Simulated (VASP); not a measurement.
# CaSe (F-43m) in VASP: further runs

Runs on CaSe. Level: PBEsol. Tasks: single point.

Everything below comes from runs of VASP 6.6.1. Logs are shortened: lines on timing, memory, paths and dates and some standing lists are left out, and cuts for length are marked.

### Step 1. The cell of the first run

It takes space group F-43m (No. 216, cubic). Conventional cell: a = 6.511 Å, b = 6.511 Å, c = 6.511 Å, α = 90.00°, β = 90.00°, γ = 90.00°. Within 3.7 Å of Ca (site symmetry -43m) lie 4 Se at 2.82 Å. Se (site symmetry -43m) has 4 Ca at 2.82 Å within 3.7 Å.

### Step 2. Single point, PBEsol

Input file INCAR:

```
PREC = Accurate
ENCUT = 500
EDIFF = 1E-6
ISMEAR = 0
SIGMA = 0.01
LREAL = False
LASPH = True
NELM = 120
ALGO = Normal
ISIF = 2
LWAVE = False
LCHARG = True
GGA = PS
LELF = True
LVHAR = True
NBANDS = 15
GGA_COMPAT = False
```

Input file KPOINTS:

```
Automatic mesh
0
Gamma
  5 5 5
```

Input file POSCAR:

```
CaSe
1.0
    0.0000000000      3.2553999381      3.2553999381
    3.2553999381      0.0000000000      3.2553999381
    3.2553999381      3.2553999381      0.0000000000
Ca Se
1 1
Direct
    0.0000000000      0.0000000000      0.0000000000
    0.7500000000      0.7500000000      0.7500000000
```

Potentials or basis: VASP PAW PBE potentials, release 64 (Ca_sv, Se).

Started as:

```sh
$ cat potpaw_PBE.64/Ca_sv/POTCAR potpaw_PBE.64/Se/POTCAR > POTCAR
$ mpirun -np 1 vasp_std > vasp.out
```

OUTCAR:

```text
PREC = Accurate
   ENCUT = 500
   EDIFF = 1E-6
   ISMEAR = 0
   LREAL = False
   LASPH = True
   NELM = 120
   ISIF = 2
   GGA = PS

 ion  position               nearest neighbor table
   1  0.000  0.000  0.000-   2 2.82   2 2.82   2 2.82   2 2.82
   2  0.750  0.750  0.750-   1 2.82   1 2.82   1 2.82   1 2.82

  LATTYP: Found a face centered cubic cell.
 ALAT       =     6.5107998762

  Lattice vectors:

 A1 = (   0.0000000000,   3.2553999381,   3.2553999381)
 A2 = (   3.2553999381,   0.0000000000,   3.2553999381)
 A3 = (   3.2553999381,   3.2553999381,   0.0000000000)

Analysis of symmetry for initial positions (statically):
=====================================================================
 Subroutine PRICEL returns:
 Original cell was already a primitive cell.

 Routine SETGRP: Setting up the symmetry group for a
 face centered cubic supercell.

 Subroutine GETGRP returns: Found 24 space group operations
 (whereof 24 operations were pure point group operations)
 out of a pool of 48 trial point group operations.

The static configuration has the point symmetry T_d .

Analysis of symmetry for dynamics (positions and initial velocities):
=====================================================================
 Subroutine PRICEL returns:
 Original cell was already a primitive cell.

 Routine SETGRP: Setting up the symmetry group for a
 face centered cubic supercell.

 Subroutine GETGRP returns: Found 24 space group operations
 (whereof 24 operations were pure point group operations)
 out of a pool of 48 trial point group operations.

The dynamic configuration has the point symmetry T_d .

 Subroutine INISYM returns: Found 24 space group operations
 (whereof 24 operations are pure point group operations),
 and found     1 'primitive' translations

----------------------------------------------------------------------------------------

                                     Primitive cell

  volume of cell :      68.9990

  direct lattice vectors                    reciprocal lattice vectors
     0.000000000  3.255399938  3.255399938    -0.153590959  0.153590959  0.153590959
     3.255399938  0.000000000  3.255399938     0.153590959 -0.153590959  0.153590959
     3.255399938  3.255399938  0.000000000     0.153590959  0.153590959 -0.153590959

  length of vectors
     4.603830743  4.603830743  4.603830743     0.266027345  0.266027345  0.266027345

  position of ions in fractional coordinates (direct lattice)
     0.000000000  0.000000000  0.000000000
     0.750000000  0.750000000  0.750000000

  ion indices of the primitive-cell ions
   primitive index   ion index
                 1           1
                 2           2

[... 69 lines left out ...]
   EMIN   =  10.00;   EMAX   =-10.00  energy-range for DOS
   EFERMI =   0.00;   METHOD = LEGACY
   ISMEAR =     0;   SIGMA  =   0.01  broadening in eV -4-tet -1-fermi 0-gaus
   EFERMI_NEDOS =   21; number of points for ismear=-14 and -15
   IALGO  =     38    algorithm
   IMIX   =      4    mixing-type and parameters
     AMIX     =   0.40;   BMIX     =  1.00
     AMIX_MAG =   1.60;   BMIX_MAG =  1.00
  volume/ion in A,a.u.               =      34.50       232.81
  Fermi-wavevector in a.u.,A,eV,Ry     =   1.005774  1.900638 13.763404  1.011582
  Thomas-Fermi vector in A             =   2.138475
   LORBIT       =      0    0 simple, 1 ext, 2 COOP (PROOUT), +10 PAW based schemes
   GGA     = PS    functional components
   LHFCALC =     F    Hartree Fock is set to
   AEXX    =    0.0000 exact exchange contribution
   IVDW    =     0    specifies the selected vdW correction
   LEPSILON=     F    determine dielectric tensor
   LRPA    =     F    only Hartree local field effects (RPA)
 non-spin polarized calculation
 Gauss-broadening in eV      SIGMA  =   0.01
  energy-cutoff  :      500.00
  volume of cell :       69.00
 maximum number of plane-waves:      1807
 NGX is ok and might be reduce to    36
   NGX = 17   NGY = 17   NGZ = 17

 number of electron      16.0000002 magnetization

 Free energy of the ion-electron system (eV)
  ---------------------------------------------------
  ext. energy  EPLUGINS =         0.00000000
  ---------------------------------------------------
  free energy    TOTEN  =        -9.42732907 eV

  energy without entropy =       -9.42732907  energy(sigma->0) =       -9.42732907

 E-fermi :  -0.1987     XC(G=0):  -7.8871

 val. band max:       -0.3295460880   @ k =  -0.4000   0.2000   0.0000
 cond. band min:       2.7979962066   @ k =   0.0000   0.0000   0.0000
 fundamental gap:      3.1275422945
 Fermi energy:        -0.1986578532

 k-point     1 :       0.0000    0.0000    0.0000
  band No.  band energies     occupation
      1     -39.0901      2.00000
      2     -20.1923      2.00000
      3     -20.1923      2.00000
      4     -20.1923      2.00000
      5     -10.6917      2.00000
      6      -0.4290      2.00000
      7      -0.4290      2.00000
      8      -0.4290      2.00000
      9       2.7980      0.00000
     10       5.0861      0.00000
     11       5.0861      0.00000
     12       7.1914      0.00000
     13       7.1914      0.00000
     14       7.1914      0.00000
[... 149 lines left out ...]
      2     -20.2397      2.00000
      3     -20.2127      2.00000
      4     -20.2050      2.00000
      5     -10.3433      2.00000
      6      -1.2777      2.00000
      7      -0.8242      2.00000
      8      -0.3858      2.00000
      9       3.5640      0.00000
     10       4.6863      0.00000
     11       5.5155      0.00000
     12       6.1570      0.00000
     13       6.5377      0.00000
     14       7.5765      0.00000
     15       8.6880      0.00000

------------------------ aborting loop because EDIFF is reached ----------------------------------------

  FORCE on cell =-STRESS in cart. coord.  units (eV):
  Direction    XX          YY          ZZ          XY          YZ          ZX
  --------------------------------------------------------------------------------------
  -------------------------------------------------------------------------------------
  Total       -0.0089740     -0.0089740     -0.0089740     -0.0000000      0.0000000     -0.0000000
  in kB       -0.2083778     -0.2083778     -0.2083778     -0.0000000      0.0000000     -0.0000000
  external PRESSURE =      -0.2083778 kB  Pullay stress =       0.0000000 kB

 VOLUME and BASIS-vectors are now :
 -----------------------------------------------------------------------------
  energy-cutoff  :      500.00
  volume of cell :       69.00
      direct lattice vectors                 reciprocal lattice vectors
     0.000000000  3.255399938  3.255399938    -0.153590959  0.153590959  0.153590959
     3.255399938  0.000000000  3.255399938     0.153590959 -0.153590959  0.153590959
     3.255399938  3.255399938  0.000000000     0.153590959  0.153590959 -0.153590959

 POSITION                                       TOTAL-FORCE (eV/Angst)
 -----------------------------------------------------------------------------------
      0.00000      0.00000      0.00000         0.000000      0.000000      0.000000
      4.88310      4.88310      4.88310        -0.000000     -0.000000     -0.000000
 -----------------------------------------------------------------------------------
    total drift:                                0.000000      0.000000      0.000000

  FREE ENERGIE OF THE ION-ELECTRON SYSTEM (eV)
  ---------------------------------------------------
  free  energy   TOTEN  =        -9.4273290660 eV

  energy  without entropy=       -9.4273290660  energy(sigma->0) =       -9.42732907
```

OSZICAR:

```text
N       E                     dE             d eps       ncg     rms          rms(c)
DAV:   1     0.110964876974E+03    0.11096E+03   -0.71456E+03   300   0.920E+02
DAV:   2    -0.437635132080E+01   -0.11534E+03   -0.11007E+03   370   0.232E+02
DAV:   3    -0.951833667765E+01   -0.51420E+01   -0.51007E+01   419   0.479E+01
DAV:   4    -0.986249599820E+01   -0.34416E+00   -0.34400E+00   444   0.960E+00
DAV:   5    -0.986464794365E+01   -0.21519E-02   -0.21519E-02   384   0.948E-01    0.436E+00
DAV:   6    -0.947414277363E+01    0.39051E+00   -0.49042E-01   356   0.309E+00    0.249E+00
DAV:   7    -0.942085633094E+01    0.53286E-01   -0.19575E-01   384   0.236E+00    0.969E-01
DAV:   8    -0.942670903952E+01   -0.58527E-02   -0.24320E-02   370   0.120E+00    0.178E-01
DAV:   9    -0.942674760653E+01   -0.38567E-04   -0.20216E-03   356   0.376E-01    0.966E-02
DAV:  10    -0.942727732662E+01   -0.52972E-03   -0.49914E-04   363   0.130E-01    0.265E-02
DAV:  11    -0.942732934783E+01   -0.52021E-04   -0.11723E-04   370   0.662E-02    0.927E-03
DAV:  12    -0.942732906598E+01    0.28185E-06   -0.90581E-06   377   0.159E-02
   1 F= -.94273291E+01 E0= -.94273291E+01  d E =-.429110E-77
```

Run time: 13 s. Hardware: 1 thread of AMD EPYC 7R13 (Zen 3), shared host; peak memory 0.17 GiB.

Results:

```
Free energy            : -9.4273 eV
Pressure               : 0.0 GPa
Band gap on the k mesh : 3.13 eV (least direct gap 3.23 eV)
```

Levels at points of the mesh, in eV from the valence-band top:
```csv
k point,band 5,band 6,band 7,band 8,band 9,band 10,band 11,band 12
"(0.00, 0.00, 0.00)",-10.36,-0.10,-0.10,-0.10,3.13,5.42,5.42,7.52
```

Caveat: the PAW data sets were made with another functional, which shifts forces and pressure a little; an odd mesh through Γ misses points on the zone boundary, where band edges can lie.

### Step 3. Single point, PBEsol

This run uses another cell than the first one, of 35.94 Å³/atom.

Input file INCAR:

```
PREC     = Accurate       # precision mode
ENCUT    = 500            # plane-wave cutoff, eV
EDIFF    = 1E-6           # SCF threshold, eV
ISMEAR   = 0              # smearing method
SIGMA    = 0.01           # smearing width, eV
LREAL    = False          # projectors in reciprocal space
LASPH    = True           # aspherical terms in the spheres
NELM     = 120            # most SCF steps
ALGO     = Normal         # electronic algorithm
ISIF     = 2              # what is computed and relaxed
LWAVE    = False          # write WAVECAR
LCHARG   = True           # write CHGCAR
GGA      = PS             # functional
LELF     = True           # ELF
LVHAR    = True         
NBANDS   = 15             # bands
GGA_COMPAT= False
```

KPOINTS is that of step 2.

Input file POSCAR:

```
CaSe
1.0
    0.0000000000      3.3000000000      3.3000000000
    3.3000000000      0.0000000000      3.3000000000
    3.3000000000      3.3000000000      0.0000000000
Ca Se
1 1
Direct
    0.0000000000      0.0000000000      0.0000000000
    0.7500000000      0.7500000000      0.7500000000
```

Potentials or basis: VASP PAW PBE potentials, release 64 (Ca_sv, Se).

Started as:

```sh
$ cat potpaw_PBE.64/Ca_sv/POTCAR potpaw_PBE.64/Se/POTCAR > POTCAR
$ mpirun -np 1 vasp_std > vasp.out
```

Run time: 14 s. Hardware: 1 thread of AMD EPYC 7R13 (Zen 3), shared host; peak memory 0.17 GiB.

It converged, with:

```yaml
Free_energy: -9.4155 eV
Pressure: -1.3 GPa
Band_gap_on_the_k_mesh: 3.01 eV (least direct gap 3.09 eV)
```

Levels at points of the mesh, in eV from the valence-band top:
| k point | band 5 | band 6 | band 7 | band 8 | band 9 | band 10 | band 11 | band 12 |
| --- | --- | --- | --- | --- | --- | --- | --- | --- |
| (0.00, 0.00, 0.00) | -10.31 | -0.08 | -0.08 | -0.08 | 3.01 | 5.32 | 5.32 | 7.31 |

Caveat: the PAW data sets were made with another functional, which shifts forces and pressure a little; an odd mesh through Γ misses points on the zone boundary, where band edges can lie.

### Step 4. Single point, PBEsol

This run uses another cell than the first one, of 37.37 Å³/atom.

Input file INCAR:

```
  ALGO = Normal
  EDIFF = 1E-6
  ENCUT = 500
  GGA = PS
  GGA_COMPAT = F
  ISIF = 2
  ISMEAR = 0
  LASPH = T
  LCHARG = T
  LELF = T
  LREAL = F
  LVHAR = T
  LWAVE = F
  NBANDS = 15
  NELM = 120
  PREC = Accurate
  SIGMA = 0.01
```

Input file KPOINTS:

```
k-points
0
Gamma
  5 5 5
```

Input file POSCAR:

```
CaSe
1.0
    0.0000000000      3.3434260326      3.3434260326
    3.3434260326      0.0000000000      3.3434260326
    3.3434260326      3.3434260326      0.0000000000
Ca Se
1 1
Direct
    0.0000000000      0.0000000000      0.0000000000
    0.7500000000      0.7500000000      0.7500000000
```

Started as:

```sh
$ cat potpaw_PBE.64/Ca_sv/POTCAR potpaw_PBE.64/Se/POTCAR > POTCAR
$ mpirun -np 1 vasp_std > vasp.out
```

It took 16 s on 1 thread of AMD EPYC 7R13 (Zen 3), shared host; peak memory 0.17 GiB.

It converged, with:

| Property | Result |
| --- | --- |
| Free energy | -9.3823 eV |
| Pressure | -2.4 GPa |
| Band gap on the k mesh | 2.89 eV (least direct gap 2.96 eV) |

Levels at points of the mesh, in eV from the valence-band top:
| k point | band 4 | band 5 | band 6 | band 7 | band 8 | band 9 | band 10 | band 11 | band 12 | band 13 |
| --- | --- | --- | --- | --- | --- | --- | --- | --- | --- | --- |
| (0.00, 0.00, 0.00) | -20.18 | -10.27 | -0.07 | -0.07 | -0.07 | 2.89 | 5.22 | 5.22 | 7.09 | 7.09 |

Caveat: the PAW data sets were made with another functional, which shifts forces and pressure a little; an odd mesh through Γ misses points on the zone boundary, where band edges can lie.

### Step 5. The runs side by side

```csv
cell,gap on the mesh (eV),pressure (GPa)
"a = 4.604 Å, angles 60.0°, 2 atoms",3.13,0.0
"a = 4.667 Å, angles 60.0°, 2 atoms",3.01,-1.3
"a = 4.728 Å, angles 60.0°, 2 atoms",2.89,-2.4
```

Alike in all rows: task single point; level PBEsol; potentials or basis VASP PAW PBE potentials, release 64 (Ca_sv, Se); no spin polarisation; k mesh 5 × 5 × 5; cutoff (eV) 500; smearing gaussian 0.01 eV.

Caveats: the PAW data sets were made with another functional, which shifts forces and pressure a little; an odd mesh through Γ misses points on the zone boundary, where band edges can lie.

Total energies depend on the potentials used, so only differences within one code and one set of settings carry meaning.
